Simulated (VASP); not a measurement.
# CaO (Fm-3m) in VASP: further runs, part 3 of 3

VASP 6.6.1.

## (4) G0W0 quasiparticle levels, PBE

POSCAR

```
CaO
1.0
    0.0000000000      2.3975501260      2.3975501260
    2.3975501260      0.0000000000      2.3975501260
    2.3975501260      2.3975501260      0.0000000000
Ca O
1 1
Direct
    0.0000000000      0.0000000000      0.0000000000
    0.5000000000      0.5000000000      0.5000000000
```

INCAR.step1

```
SYSTEM = CaO
PREC = Accurate ; ENCUT = 500
EDIFF = 1E-8 ; ISMEAR = 0
SIGMA = 0.01 ; LREAL = .False.
LASPH = .True. ; NELM = 60
ALGO = Normal ; LWAVE = .True.
LCHARG = .False. ; GGA = PE
```

INCAR.step2

```
SYSTEM = CaO
PREC = Accurate ; ENCUT = 500
EDIFF = 1E-8 ; ISMEAR = 0
SIGMA = 0.01 ; LREAL = .False.
LASPH = .True. ; NELM = 1
ALGO = Exact ; LWAVE = .True.
LCHARG = .False. ; GGA = PE
NBANDS = 52 ; LOPTICS = .True.
ISTART = 1
```

INCAR.step3

```
SYSTEM = CaO
PREC = Accurate ; ENCUT = 500
EDIFF = 1E-8 ; ISMEAR = 0
SIGMA = 0.01 ; LREAL = .False.
LASPH = .True. ; ALGO = EVGW0
LWAVE = .False. ; LCHARG = .False.
GGA = PE ; NELMGW = 1
NBANDS = 52 ; ENCUTGW = 80.0
NOMEGA = 96 ; PRECFOCK = Fast
ISTART = 1 ; NBANDSGW = 16
OMEGAMAX = 20
```

KPOINTS

```
Automatic mesh
0
Gamma
  4 4 4
  0 0 0
```

Potentials or basis: VASP PAW PBE potentials, release 64 (Ca_sv_GW, O_GW).

On the command line:

```
> cat potpaw_PBE.64/Ca_sv_GW/POTCAR potpaw_PBE.64/O_GW/POTCAR > POTCAR
> cp INCAR.step1 INCAR
> mpirun -np 1 vasp_std > vasp.out
> cp INCAR.step2 INCAR
> mpirun -np 1 vasp_std > vasp.out
> cp INCAR.step3 INCAR
> mpirun -np 1 vasp_std > vasp.out
```

OUTCAR:

```text
SYSTEM = CaO
   PREC = Accurate
   ENCUT = 500
   EDIFF = 1E-8
   ISMEAR = 0
   LREAL = .False.
   LASPH = .True.
   GGA = PE
   NELMGW = 1
   ENCUTGW = 80.0
   PRECFOCK = Fast
   ISTART = 1

 ion  position               nearest neighbor table
   1  0.000  0.000  0.000-   2 2.40   2 2.40   2 2.40   2 2.40   2 2.40   2 2.40
   2  0.500  0.500  0.500-   1 2.40   1 2.40   1 2.40   1 2.40   1 2.40   1 2.40

  LATTYP: Found a face centered cubic cell.
 ALAT       =     4.7951002520

  Lattice vectors:

 A1 = (   0.0000000000,   2.3975501260,   2.3975501260)
 A2 = (   2.3975501260,   0.0000000000,   2.3975501260)
 A3 = (   2.3975501260,   2.3975501260,   0.0000000000)

Analysis of symmetry for initial positions (statically):
=====================================================================
 Subroutine PRICEL returns:
 Original cell was already a primitive cell.

 Routine SETGRP: Setting up the symmetry group for a
 face centered cubic supercell.

 Subroutine GETGRP returns: Found 48 space group operations
 (whereof 48 operations were pure point group operations)
 out of a pool of 48 trial point group operations.

The static configuration has the point symmetry O_h .

Analysis of symmetry for dynamics (positions and initial velocities):
=====================================================================
 Subroutine PRICEL returns:
 Original cell was already a primitive cell.

 Routine SETGRP: Setting up the symmetry group for a
 face centered cubic supercell.

 Subroutine GETGRP returns: Found 48 space group operations
 (whereof 48 operations were pure point group operations)
 out of a pool of 48 trial point group operations.

The dynamic configuration has the point symmetry O_h .

 Subroutine INISYM returns: Found 48 space group operations
 (whereof 48 operations are pure point group operations),
 and found     1 'primitive' translations

----------------------------------------------------------------------------------------

                                     Primitive cell

  volume of cell :      27.5634

  direct lattice vectors                    reciprocal lattice vectors
     0.000000000  2.397550126  2.397550126    -0.208546213  0.208546213  0.208546213
     2.397550126  0.000000000  2.397550126     0.208546213 -0.208546213  0.208546213
     2.397550126  2.397550126  0.000000000     0.208546213  0.208546213 -0.208546213

  length of vectors
     3.390647905  3.390647905  3.390647905     0.361212637  0.361212637  0.361212637

  position of ions in fractional coordinates (direct lattice)
     0.000000000  0.000000000  0.000000000
     0.500000000  0.500000000  0.500000000

  ion indices of the primitive-cell ions
   primitive index   ion index
                 1           1
                 2           2

----------------------------------------------------------------------------------------

 KPOINTS: Automatic mesh

Automatic generation of k-mesh.
 Grid dimensions read from file:
 generate k-points for:    4    4    4

 Generating k-lattice:

  Cartesian coordinates                     Fractional coordinates (reciprocal lattice)
    -0.052136553  0.052136553  0.052136553     0.250000000  0.000000000  0.000000000
     0.052136553 -0.052136553  0.052136553     0.000000000  0.250000000  0.000000000
     0.052136553  0.052136553 -0.052136553     0.000000000  0.000000000  0.250000000

  Length of vectors
     0.090303159  0.090303159  0.090303159

  Shift w.r.t. Gamma in fractional coordinates (k-lattice)
     0.000000000  0.000000000  0.000000000

 Subroutine IBZKPT returns following result:
 ===========================================

 Found      8 irreducible k-points:

 Following reciprocal coordinates:
            Coordinates               Weight
  0.000000  0.000000  0.000000      1.000000
  0.250000  0.000000  0.000000      8.000000
  0.500000  0.000000  0.000000      4.000000
  0.250000  0.250000  0.000000      6.000000
  0.500000  0.250000  0.000000     24.000000
 -0.250000  0.250000  0.000000     12.000000
  0.500000  0.500000  0.000000      3.000000
 -0.250000  0.500000  0.250000      6.000000
   k-points           NKPTS =      8   k-points in BZ     NKDIM =     64   number of bands    NBANDS=     52
   number of dos      NEDOS =    301   number of ions     NIONS =      2
   total plane-waves  NPLWV =  21952
   dimension x,y,z NGX =    28 NGY =   28 NGZ =   28
   dimension x,y,z NGXF=    56 NGYF=   56 NGZF=   56
   ions per type =               1   1
   NGX,Y,Z   is equivalent  to a cutoff of  13.73, 13.73, 13.73 a.u.
   NGXF,Y,Z  is equivalent  to a cutoff of  27.46, 27.46, 27.46 a.u.
 SYSTEM =  CaO
   PREC   = accura    normal or accurate (medium, high low for compatibility)
   ISTART =      1    job   : 0-new  1-cont  2-samecut
   ICHARG =      0    charge: 1-file 2-atom 10-const
   ISPIN  =      1    spin polarized calculation?
   LNONCOLLINEAR =      F non collinear calculations
   LSORBIT =      F    spin-orbit coupling
   LASPH  =      T    aspherical Exc in radial PAW
   ENCUT  =  500.0 eV  36.75 Ry    6.06 a.u.   6.18  6.18  6.18*2*pi/ulx,y,z
   NELM   =     60;   NELMIN=  2; NELMDL=  0     # of ELM steps
   EDIFF  = 0.1E-07   stopping-criterion for ELM
   LREAL  =      F    real-space projection
   EDIFFG = 0.1E-06   stopping-criterion for IOM
   NSW    =      0    number of steps for IOM
   IBRION =     -1    ionic relax: 0-MD 1-quasi-New 2-CG
   NFREE  =      0    steps in history (QN), initial steepest desc. (CG)
   ISIF   =      0    stress and relaxation
   ISYM   =      3    0-nonsym 1-usesym 2-fastsym
   POTIM  = 0.5000    time-step for ionic-motion
   TEBEG  =    0.0;   TEEND  =   0.0 temperature during run
   PSTRESS=    0.0 pullay stress
   NELECT =      16.0000    total number of electrons
   NUPDOWN=      -1.0000    fix difference up-down
   EMIN   =  10.00;   EMAX   =-10.00  energy-range for DOS
   EFERMI =   0.00;   METHOD = LEGACY
   ISMEAR =     0;   SIGMA  =   0.01  broadening in eV -4-tet -1-fermi 0-gaus
   EFERMI_NEDOS =   21; number of points for ismear=-14 and -15
   IALGO  =     38    algorithm
   IMIX   =      4    mixing-type and parameters
     AMIX     =   0.40;   BMIX     =  1.00
     AMIX_MAG =   1.60;   BMIX_MAG =  1.00
  volume/ion in A,a.u.               =      13.78        93.00
  Fermi-wavevector in a.u.,A,eV,Ry     =   1.365643  2.580691 25.374598  1.864980
  Thomas-Fermi vector in A             =   2.491853
   LORBIT       =      0    0 simple, 1 ext, 2 COOP (PROOUT), +10 PAW based schemes
   GGA     = PE    functional components
   LHFCALC =     T    Hartree Fock is set to
   PRECFOCK=fast      Normal, Fast or Accurate (Low or Medium for compatibility)
   ENCUT4O =  -1.0   cutoff for four orbital integrals eV
   NKREDX  =     1    reduce k-point grid by
   NKREDY  =     1    reduce k-point grid by
   NKREDZ  =     1    reduce k-point grid by
   AEXX    =    1.0000 exact exchange contribution
   HFSCREEN=    0.0000 screening length (either q_TF or 0.3 A-1)
   HFSCREENC=   0.0000 screening length for correlation (either q_TF or 0.3 A-1)
   ENCUTFOCK=  -1.0 apply spherical cutoff to Coloumb kernel
   IVDW    =     0    specifies the selected vdW correction
   LEPSILON=     F    determine dielectric tensor
   LRPA    =     F    only Hartree local field effects (RPA)
   LRPAFORCE           =     F    calculate RPA forces
   ENCUTGW             =  80.0    cutoff for response function in eV
   ENCUTGWSOFT         =  64.0    soft cutoff for Coulomb kernel in GW response function in eV
   ENCUTLF             =  -1.0    cutoff for local field effects
   NELMGW              =     1    number of iterations in solving QP/BSE equation
   NELMHF              =     1    number of iterations in the inner HF iteration
   NKREDLFX            =     1    NKREDLFY  =   1   NKREDLFZ  =   1
 non-spin polarized calculation
 Gauss-broadening in eV      SIGMA  =   0.01
  energy-cutoff  :      500.00
  volume of cell :       27.56
 maximum number of plane-waves:       725
 NGX is ok and might be reduce to    28
  NGX = 14; NGY = 14; NGZ = 14
   NGX = 13   NGY = 13   NGZ = 13
 maximum number of plane-waves:        59
 NGX is ok and might be reduce to    10

 QP shifts <psi_nk| G(iteration)W_0 |psi_nk>: iteration 1
 for sc-GW calculations column KS-energies equals QP-energies in previous step
 and V_xc(KS)=  KS-energies - (<T + V_ion + V_H > + <T+V_H+V_ion>^1  + <V_x>^1)

 k-point   1 :       0.0000    0.0000    0.0000
  band No.  KS-energies  QP-energies   sigma(KS)   V_xc(KS)     V^pw_x(r,r')   Z            occupation Imag(sigma)

      1     -32.9306     -35.0797     -23.9909     -20.6285     -34.4136       0.6392       2.0000       0.5478
      2     -13.6909     -15.8710     -23.0015     -20.1615     -28.1229       0.7676       2.0000       0.1687
      3     -13.6909     -15.8710     -23.0015     -20.1615     -28.1229       0.7676       2.0000       0.1687
      4     -13.6909     -15.8710     -23.0015     -20.1615     -28.1229       0.7676       2.0000       0.1687
      5     -10.8554     -12.6450     -21.9816     -19.2156     -30.6884       0.6470       2.0000       0.6185
      6       4.6801       4.0240     -20.0375     -19.1685     -24.5135       0.7549       2.0000       0.0636
[... 8 lines left out ...]
     15      19.7383      19.9818      -6.5181      -6.7991      -1.4418       0.8668       0.0000      -0.7137
     16      27.1981      29.9101     -10.6080     -14.3189      -5.1429       0.7308       0.0000      -0.7320
[... 124 lines left out ...]
      1     -32.7924     -34.9741     -24.1205     -20.7772     -34.5268       0.6526       2.0000       0.5603
      2     -14.1300     -16.1873     -22.4340     -19.6423     -28.0821       0.7369       2.0000       0.2125
      3     -14.1160     -16.3379     -22.5575     -19.6323     -27.7420       0.7596       2.0000       0.2316
      4     -14.1160     -16.3379     -22.5575     -19.6323     -27.7420       0.7596       2.0000       0.2316
      5     -10.2237     -11.9847     -22.8271     -20.0595     -30.9968       0.6363       2.0000       0.4835
      6       3.3921       2.5622     -18.6779     -17.5625     -23.1442       0.7441       2.0000       0.0767
[... 8 lines left out ...]
     15      18.9010      20.6743     -11.8206     -14.1574      -6.3274       0.7589       0.0000      -0.3982
     16      18.9010      20.6743     -11.8206     -14.1574      -6.3274       0.7589       0.0000      -0.3982
```

Run time: 22 s. Hardware: 1 thread of Intel Xeon 6975P-C (Granite Rapids), shared host; peak memory 0.24 GiB.

Results:

```
Quasiparticle gap                                   : 5.69 eV
Least direct quasiparticle gap                      : 6.11 eV
Band gap of the starting levels on the mesh         : 3.65 eV
Least direct gap of the starting levels on the mesh : 4.03 eV
```

Caveat: the k points lie up to 0.57 Å⁻¹ apart; bands, screening cutoff and mesh are small and nothing is extrapolated, so the quasiparticle values aren't converged.
